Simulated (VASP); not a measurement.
Write the native input for VASP 6.6.1 that does the following.

* Task: single point
* Functional: PBE
* Potentials or basis: VASP PAW PBE potentials, release 64 (C)
* Cutoff: 520 eV
* k mesh: 6 × 6 × 6
* Occupations: gaussian, width 0.1 eV
* Spin: no spin polarisation
* Dipole correction: no
* Further INCAR settings: ALGO = Normal; EDIFF = 1e-07; NBANDS = 36

The structure of C lies in POSCAR:

```
C
1.0
    4.9191253988      0.0000000000      0.0000000000
   -2.4595626994      4.2600875598      0.0000000000
    0.0000000000      0.0000000000      3.4369037563
C
12
Direct
    0.2893237508      0.0000000000      0.0000000000
    0.0000000000      0.2893237508      0.6666666667
    0.7106762492      0.7106762492      0.3333333333
    0.7106762492      0.0000000000      0.5000000000
    0.0000000000      0.7106762492      0.1666666667
    0.2893237508      0.2893237508      0.8333333333
    0.4088063401      0.8176126801      0.7500000000
    0.1823873199      0.5911936599      0.4166666667
    0.4088063401      0.5911936599      0.0833333333
    0.5911936599      0.1823873199      0.2500000000
    0.8176126801      0.4088063401      0.9166666667
    0.5911936599      0.4088063401      0.5833333333
```

The input as run:

INCAR

```
PREC = Accurate ; ENCUT = 520
EDIFF = 1E-7 ; ISMEAR = 0
SIGMA = 0.1 ; LREAL = False
LASPH = True ; NELM = 60
ALGO = Normal ; ISIF = 2
LWAVE = False ; LCHARG = False
GGA = PE ; NBANDS = 36
```

KPOINTS

```
regular mesh
0
Gamma
  6 6 6
```

Potentials or basis: VASP PAW PBE potentials, release 64 (C).

Run with:

```sh
$ cat potpaw_PBE.64/C/POTCAR > POTCAR
$ mpirun -np 1 vasp_std > vasp.out
```

Results of the run:

```yaml
Pressure: 0.7 GPa
Largest_force: 0.008 eV/Å
Band_gap_on_the_k_mesh: 4.35 eV, indirect (least direct gap 4.75 eV)
```

Wall time 75 s on 1 thread of Intel Xeon 6975P-C (shared host), peak memory 0.21 GiB.
